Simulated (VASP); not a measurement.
Input of a VASP 6.6.1 run:

INCAR

```
SYSTEM = YHSe
PREC = Accurate
ENCUT = 520
EDIFF = 1E-6
ISMEAR = 0
SIGMA = 0.05
LREAL = .False.
LASPH = .True.
NELM = 60
ALGO = Normal
ISIF = 2
LWAVE = .False.
LCHARG = .False.
NBANDS = 16
```

The input KPOINTS:

```
Automatic mesh
0
Gamma
  9 9 8
  0 0 0
```

The input POSCAR:

```
YHSe
1.0
    3.6872940824      0.0000000000      0.0000000000
   -1.8436470412      3.1932903466      0.0000000000
    0.0000000000      0.0000000000      4.2287935248
Y H Se
1 1 1
Direct
    0.0000000000      0.0000000000      0.0000000000
    0.3333333333      0.6666666667      0.0000000000
    0.6666666667      0.3333333333      0.5000000000
```

Potentials or basis: VASP PAW LDA potentials, release 64 (Y_sv, H, Se).

Command:

```sh
$ cat potpaw_LDA.64/Y_sv/POTCAR potpaw_LDA.64/H/POTCAR potpaw_LDA.64/Se/POTCAR > POTCAR
$ mpirun -np 1 vasp_std > vasp.out
```

(1) Estimate the band gap on the k mesh.

(2) Estimate the pressure.

## Answers

(1) 1.93 eV (least direct gap 2.13 eV).

(2) -4.5 GPa.

Caveat: the cell differs from its parent crystal (strain -0.040 along x and y, +0.080 along z); the stress differs along the axes, from -17 to 2 GPa.
